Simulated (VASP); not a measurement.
CuO:

```
Cu O
1.0
     2.55255    0.00000    0.00000
     0.00000    2.55255    0.00000
     0.00000    0.00000    2.55255
Cu O
1 1
Direct
  0.00000 0.00000 0.00000
  0.50000 0.50000 0.50000
```

| Property | Result |
| --- | --- |
| Program | VASP 6.6.1 |
| Task | relaxation of cell and atoms |
| Functional | PBE |
| Potentials or basis | VASP PAW PBE potentials, release 64 (Cu, O) |
| Cutoff | 600 eV |
| k mesh | 10 × 10 × 10 |
| Occupations | fermi-dirac, width 0.05 eV |
| Spin | no spin polarisation |
| Hubbard terms | Cu d U = 5.0 eV |

At the start: pressure 15.4 GPa; volume 8.32 Å³/atom.

How do energy, volume and symmetry change on relaxing?

Over 3 steps the energy falls by 30.6 meV/atom and the volume is 9.00 Å³/atom (+8.3 %); space group Pm-3m (No. 221, to 0.1 Å) before and after.

The path:
| step | energy change (eV) | largest force (eV/Å) | pressure (GPa) | volume (Å³) |
| --- | --- | --- | --- | --- |
| 1 | 0.0000 | 0.0000 | 15.41 | 16.63 |
| 2 | -0.0514 | 0.0000 | -4.92 | 18.63 |
| 3 | -0.0613 | 0.0000 | 0.12 | 18.01 |

Final structure:
```
CELL_PARAMETERS angstrom
2.62106 0.00000 0.00000
0.00000 2.62106 0.00000
0.00000 0.00000 2.62106
ATOMIC_POSITIONS crystal
Cu 0.00000 0.00000 0.00000
O 0.50000 0.50000 0.50000
```

Caveat: an odd number of electrons without spin polarisation forces a metal; a magnetic or distorted state may lie lower; U without spin polarisation on a metal has little footing.
